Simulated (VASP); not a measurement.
Be2Al5, 7 atoms in the cell. The structure is tetragonal, space group P4/mmm (No. 123). Conventional cell: a = 6.411 Å, b = 6.411 Å, c = 2.688 Å, α = 90.00°, β = 90.00°, γ = 90.00°. Be (site symmetry mmm) has 12 Al at 2.66 to 3.48 Å and 2 Be at 2.69 Å within 3.5 Å. Al (site symmetry m2m) has 5 Al at 2.64 to 2.69 Å and 4 Be at 2.66 Å within 3.5 Å. Within 3.5 Å of Al (site symmetry 4/mmm) lie 6 Al at 2.64 to 2.69 Å and 8 Be at 3.48 Å. The cell was generated, and may not be a known phase.

- Program: VASP 6.6.1
- Task: single point
- Functional: PBE
- Potentials or basis: VASP PAW PBE potentials, release 64 (Be, Al)
- Cutoff: 520 eV
- k mesh: 6 × 6 × 14
- Occupations: gaussian, width 0.1 eV
- Spin: no spin polarisation
- Dipole correction: no
- Further INCAR settings: ALGO = Normal; EDIFF = 1e-06; NBANDS = 18

Potentials or basis: VASP PAW PBE potentials, release 64 (Be, Al).

Command:

```bash
$ cat potpaw_PBE.64/Be/POTCAR potpaw_PBE.64/Al/POTCAR > POTCAR
$ mpirun -np 1 vasp_std > vasp.out
```

Hardware: 1 thread of AMD EPYC 9R45 96-Core Processor (Zen 5), with other jobs on the host.

How long does it take, and how much memory?

Wall time 49 s on 1 thread of AMD EPYC 9R45 96-Core Processor (Zen 5), with other jobs on the host, peak memory 0.25 GiB. Counts: scf iterations 12, k points 80.
